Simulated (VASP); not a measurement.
# C (P6_3/mmc) in VASP: notebook, part 2 of 2

VASP 6.6.1. Earlier steps stand in the parts before.

## Step 3: Single point, LDA

This run uses another cell than the first one, of 8.60 Å³/atom, 0.836 times its volume.

The input, INCAR:

```
PREC     = Accurate       # precision mode
ENCUT    = 520            # plane-wave cutoff, eV
EDIFF    = 1E-6           # SCF threshold, eV
ISMEAR   = -1             # smearing method
SIGMA    = 0.15           # smearing width, eV
LREAL    = F              # projectors in reciprocal space
LASPH    = T              # aspherical terms in the spheres
NELM     = 100            # most SCF steps
ALGO     = Normal         # electronic algorithm
ISIF     = 2              # what is computed and relaxed
LWAVE    = F              # write WAVECAR
LCHARG   = F              # write CHGCAR
GGA      = CA             # functional
NBANDS   = 16             # bands
```

The input, KPOINTS:

```
regular mesh
0
Gamma
  21 21 6
```

The input, POSCAR:

```
C
1.0
    2.4449278387      0.0000000000      0.0000000000
   -1.2224639194      2.1173696187      0.0000000000
    0.0000000000      0.0000000000      6.6471691184
C
4
Direct
    0.0000000000      0.0000000000      0.2500000000
    0.0000000000      0.0000000000      0.7500000000
    0.3333333333      0.6666666667      0.2500000000
    0.6666666667      0.3333333333      0.7500000000
```

Potentials or basis: VASP PAW LDA potentials, release 64 (C).

On the command line:

```sh
$ cat potpaw_LDA.64/C/POTCAR > POTCAR
$ mpirun -np 1 vasp_std > vasp.out
```

OUTCAR:

```text
PREC = Accurate
   ENCUT = 520
   EDIFF = 1E-6
   ISMEAR = -1
   LREAL = F
   LASPH = T
   NELM = 100
   ISIF = 2
   GGA = CA

 ion  position               nearest neighbor table
   1  0.000  0.000  0.250-   3 1.41   3 1.41   3 1.41
   2  0.000  0.000  0.750-   4 1.41   4 1.41   4 1.41
   3  0.333  0.667  0.250-   1 1.41   1 1.41   1 1.41
   4  0.667  0.333  0.750-   2 1.41   2 1.41   2 1.41

  LATTYP: Found a hexagonal cell.
 ALAT       =     2.4449278387
 C/A-ratio  =     2.7187588170

  Lattice vectors:
[... 644 lines left out ...]
     15      17.0040      0.00000
     16      17.2301      0.00000

 [... further k-points ...]
[... 5 lines left out ...]
  --------------------------------------------------------------------------------------
  -------------------------------------------------------------------------------------
  Total        0.2764497      0.2764497     -0.0284233     -0.0000000      0.0000000     -0.0000000
  in kB       12.8714440     12.8714440     -1.3233815     -0.0000000      0.0000000     -0.0000000
  external PRESSURE =       8.1398355 kB  Pullay stress =       0.0000000 kB

 VOLUME and BASIS-vectors are now :
 -----------------------------------------------------------------------------
  energy-cutoff  :      520.00
  volume of cell :       34.41
      direct lattice vectors                 reciprocal lattice vectors
     2.444927839  0.000000000  0.000000000     0.409010026  0.236142049  0.000000000
    -1.222463919  2.117369619  0.000000000     0.000000000  0.472284098  0.000000000
     0.000000000  0.000000000  6.647169118     0.000000000  0.000000000  0.150439982

 POSITION                                       TOTAL-FORCE (eV/Angst)
 -----------------------------------------------------------------------------------
      0.00000      0.00000      1.66179         0.000000      0.000000     -0.000000
      0.00000      0.00000      4.98538         0.000000      0.000000     -0.000000
     -0.00000      1.41158      1.66179         0.000000     -0.000000      0.000000
      1.22246      0.70579      4.98538        -0.000000      0.000000      0.000000
 -----------------------------------------------------------------------------------
    total drift:                                0.000000     -0.000000      0.000000

  FREE ENERGIE OF THE ION-ELECTRON SYSTEM (eV)
  ---------------------------------------------------
  free  energy   TOTEN  =       -40.4493080551 eV

  energy  without entropy=      -40.4445222240  energy(sigma->0) =      -40.44691514
```

It took 33 s on 1 thread of Intel Xeon 6975P-C (Granite Rapids), shared host; peak memory 0.18 GiB.

What came out:

```yaml
Free_energy: -40.4493 eV
Pressure: 0.8 GPa
Band_gap_on_the_k_mesh: zero (band 8 reaches 4.78 eV, above the bottom of band 9 at 4.75 eV)
```

Levels at points of the mesh, in eV from the Fermi level:
| k point | band 5 | band 6 | band 7 | band 8 | band 9 | band 10 | band 11 | band 12 |
| --- | --- | --- | --- | --- | --- | --- | --- | --- |
| (0.00, 0.00, 0.00) | -3.00 | -3.00 | -2.98 | -2.98 | 3.87 | 8.43 | 8.43 | 8.49 |
| (0.00, 0.00, 0.50) | -2.99 | -2.99 | -2.99 | -2.99 | 6.60 | 6.60 | 8.46 | 8.46 |

## Step 4: Relaxation of cell and atoms, LDA

This run uses another cell than the first one, of 8.61 Å³/atom, 0.837 times its volume.

The input, INCAR:

```
PREC     = Accurate       # precision mode
ENCUT    = 600            # plane-wave cutoff, eV
EDIFF    = 1E-7           # SCF threshold, eV
ISMEAR   = -1             # smearing method
SIGMA    = 0.15           # smearing width, eV
LREAL    = False          # projectors in reciprocal space
LASPH    = True           # aspherical terms in the spheres
NELM     = 60             # most SCF steps
ALGO     = Normal         # electronic algorithm
ISIF     = 3              # what is computed and relaxed
LWAVE    = False          # write WAVECAR
LCHARG   = False          # write CHGCAR
GGA      = CA             # functional
IBRION   = 2              # ionic algorithm
NSW      = 80             # ionic steps
EDIFFG   = -0.001         # ionic threshold
```

The input, KPOINTS:

```
Automatic mesh
0
Gamma
  21 21 6
```

The input, POSCAR:

```
C
1.0
    2.4449094565      0.0000000000      0.0000000000
   -1.2224547283      2.1173536993      0.0000000000
    0.0000000000      0.0000000000      6.6497357286
C
4
Direct
    0.0000000000      0.0000000000      0.2500000000
    0.0000000000      0.0000000000      0.7500000000
    0.3333333333      0.6666666667      0.2500000000
    0.6666666667      0.3333333333      0.7500000000
```

On the command line:

```sh
$ cat potpaw_LDA.64/C/POTCAR > POTCAR
$ mpirun -np 1 vasp_std > vasp.out
```

Wall time 2.6 min (1 thread of Intel Xeon 6975P-C (Granite Rapids), shared host); peak memory 0.19 GiB.

It converged, with:

- Free energy: -40.4631 eV
- Relaxed volume: 8.50 Å³/atom
- Relaxed cell: a = 2.446 Å, b = 2.446 Å, c = 6.560 Å, α = 90.00°, β = 90.00°, γ = 120.00°
- Space group after relaxing (to 0.05 Å): P6_3/mmc (No. 194)
- Energy gained by relaxing: 0.2 meV/atom
- Ionic steps: 9
- Pressure after relaxing: 0.0 GPa
- Band gap on the k mesh: zero (band 8 reaches 4.89 eV, above the bottom of band 9 at 4.86 eV)

Step by step:
```tsv
step	energy change (eV)	largest force (eV/Å)	pressure (GPa)	volume (Å³)
1	0.0000	0.0000	0.33	34.42
2	0.0003	0.0000	-1.23	34.51
3	-0.0001	0.0000	-0.22	34.46
4	-0.0002	0.0000	-0.21	34.42
5	-0.0004	0.0000	-0.20	34.31
6	-0.0007	0.0000	-0.15	34.09
7	-0.0007	0.0000	-0.13	34.00
8	-0.0002	0.0000	1.11	33.89
9	-0.0007	0.0000	0.00	33.99
```

Final structure:
```xyz
4
Lattice="2.4461 0.0000 0.0000 -1.2231 2.1184 0.0000 0.0000 0.0000 6.5599" Properties=species:S:1:pos:R:3 pbc="T T T"
C     0.0000    0.0000    1.6400
C     0.0000    0.0000    4.9199
C     0.0000    1.4123    1.6400
C     1.2231    0.7061    4.9199
```

Levels at points of the mesh, in eV from the Fermi level:
| k point | band 4 | band 5 | band 6 | band 7 | band 8 | band 9 | band 10 | band 11 | band 12 |
| --- | --- | --- | --- | --- | --- | --- | --- | --- | --- |
| (0.00, 0.00, 0.00) | -6.56 | -3.00 | -3.00 | -2.98 | -2.98 | 4.00 | 8.42 | 8.42 | 8.49 |
| (0.00, 0.00, 0.50) | -7.83 | -2.99 | -2.99 | -2.99 | -2.99 | 6.85 | 6.85 | 8.45 | 8.45 |

## Step 5: Overview

```csv
task,cell,k mesh,cutoff (eV),smearing,gap on the mesh (eV),pressure (GPa)
single point,"a = 2.467, b = 2.467, c = 7.803 Å, angles 90.0, 90.0, 120.0°, 4 atoms",9 × 9 × 4,520,gaussian 0.1 eV,none,-6.1
single point,"a = 2.445, b = 2.445, c = 6.647 Å, angles 90.0, 90.0, 120.0°, 4 atoms",21 × 21 × 6,520,fermi-dirac 0.15 eV,none,0.8
relaxation of cell and atoms,"relaxed from a = 2.445, b = 2.445, c = 6.650 Å, angles 90.0, 90.0, 120.0°, 4 atoms",21 × 21 × 6,600,fermi-dirac 0.15 eV,none,0.0
```

Alike in all rows: level LDA; potentials or basis VASP PAW LDA potentials, release 64 (C); no spin polarisation.

Total energies depend on the potentials used, so only differences within one code and one set of settings carry meaning.
